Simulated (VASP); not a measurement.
Wanted: the native input for a VASP 6.6.1 run.

```yaml
Task: relaxation of the atoms
Functional: PBEsol
Potentials_or_basis: VASP PAW PBE potentials, release 64 (Al)
Cutoff: 520 eV
k_mesh: 15 × 15 × 1
Occupations: fermi-dirac, width 0.1 eV
Spin: no spin polarisation
Dipole_correction: yes
Further_INCAR_settings: ALGO = Normal; EDIFF = 1e-06; IBRION = 2; EDIFFG = -0.01; NSW = 32
```

The structure of Al lies in POSCAR:

```
Al
1.0
    2.8395982910      0.0000000000      0.0000000000
   -1.4197991455      2.4591642566      0.0000000000
    0.0000000000      0.0000000000     25.2741000000
Al
5
Direct
    0.8333333333      0.1666666667      0.3142881639
    0.1666666667      0.8333333333      0.4074033804
    0.5000000000      0.5000000000      0.5000000114
    0.8333333333      0.1666666667      0.5925965672
    0.1666666667      0.8333333333      0.6857118771
```

The input as run:

INCAR

```
PREC = Accurate ; ENCUT = 520
EDIFF = 1E-6 ; ISMEAR = -1
SIGMA = 0.1 ; LREAL = F
LASPH = T ; NELM = 100
ALGO = Normal ; ISIF = 2
LWAVE = F ; LCHARG = F
LDIPOL = T ; IDIPOL = 3
DIPOL = 0.5 0.5 0.500 ; GGA = PS
IBRION = 2 ; NSW = 32
EDIFFG = -0.01
```

KPOINTS

```
regular mesh
0
Gamma
  15 15 1
```

Potentials or basis: VASP PAW PBE potentials, release 64 (Al).

The run is started by

```sh
$ cat potpaw_PBE.64/Al/POTCAR > POTCAR
$ mpirun -np 1 vasp_std > vasp.out
```

Results of the run:

```json
{
  "Largest force after relaxing": "0.004 eV/Å"
}
```

Caveat: the relaxation stopped at its first step, so nothing moved; the PAW data sets were made with another functional, which shifts forces and pressure a little.

It took 72 s on 1 thread of AMD EPYC 7R13 Processor (Zen 3), on a shared host, peak memory 0.27 GiB.
